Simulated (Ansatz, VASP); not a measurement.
**Cu: VASP beside Ansatz**

Contents of POSCAR:

```
Cu
1.0
    2.5288403170      0.0000000000      0.0000000000
    0.0000000000      2.5288403170      0.0000000000
    0.0000000000      0.0000000000     23.1526000000
Cu
5
Direct
    0.0000000000      0.0000000000      0.3480379005
    0.5000000000      0.5000000000      0.4225704431
    0.0000000000      0.0000000000      0.4999999986
    0.5000000000      0.5000000000      0.5774295568
    0.0000000000      0.0000000000      0.6519621009
```

The input INCAR.step1:

```
SYSTEM = Cu
PREC = Accurate ; ENCUT = 520
ISMEAR = -1 ; SIGMA = 0.05
LREAL = .FALSE. ; LASPH = .TRUE.
NELM = 80 ; NBANDS = 36
GGA = PE ; ALGO = Normal
EDIFF = 1E-4 ; LWAVE = .TRUE.
LCHARG = .FALSE.
```

Contents of INCAR.step2:

```
SYSTEM = Cu
PREC = Accurate ; ENCUT = 520
EDIFF = 1E-6 ; ISMEAR = -1
SIGMA = 0.05 ; LREAL = .FALSE.
LASPH = .TRUE. ; NELM = 80
ALGO = Normal ; ISIF = 2
LWAVE = .FALSE. ; LCHARG = .FALSE.
METAGGA = R2SCAN ; LMIXTAU = .TRUE.
NBANDS = 36 ; ISTART = 1
```

KPOINTS

```
Automatic mesh
0
G
  14 14 1
  0 0 0
```

Input for Ansatz:

```yaml
crystal:
  lattice:
    - [2.528840317, 0.0, 0.0]
    - [0.0, 2.528840317, 0.0]
    - [0.0, 0.0, 23.1526]
  atoms:
    - { symbol: Cu, position: [0.0, 0.0, 0.3480379005] }
    - { symbol: Cu, position: [0.5, 0.5, 0.4225704431] }
    - { symbol: Cu, position: [0.0, 0.0, 0.4999999986] }
    - { symbol: Cu, position: [0.5, 0.5, 0.5774295568] }
    - { symbol: Cu, position: [0.0, 0.0, 0.6519621009] }
kpoints:
  mp_grid: { grid: [14, 14, 1] }
scf:
  occupations: { method: fermi_dirac, width: 0.05 }
hamiltonian:
  xc: r2scan
  pseudopotentials: { kind: paw }
output:
  forces: true
  stress: true
  eigenvalues: true
  core_levels:
    shells: { Cu: ["2p"] }
    counted_from: fermi_level
    add_spin: false
```

Alike in both runs: task single point; functional r2SCAN; k mesh 14 × 14 × 1; occupations fermi-dirac, width 0.05 eV; no spin polarisation.

|  | VASP | Ansatz |
| --- | --- | --- |
| version | VASP 6.6.1 | Ansatz 0.2.0 |
| potentials or method | VASP PAW PBE potentials, release 64 (Cu) | PAW with Ansatz's default frozen-core files, scalar-relativistic |
| plane-wave cutoff (eV) | 520 | 500 |
| valence electrons in the cell | 55 | 95 |

|  | VASP | Ansatz | Ansatz less VASP |
| --- | --- | --- | --- |
| rms of the force components (eV/Å) | 0.012 | 0.000 | -0.0120 |

VASP's potentials were made for PBE, not for r2SCAN. Atom by atom the forces differ by 0.012 eV/Å (rms over components). VASP's potentials hold 55 valence electrons a cell and Ansatz's 95, so a difference there can come from the potentials and not from the codes.
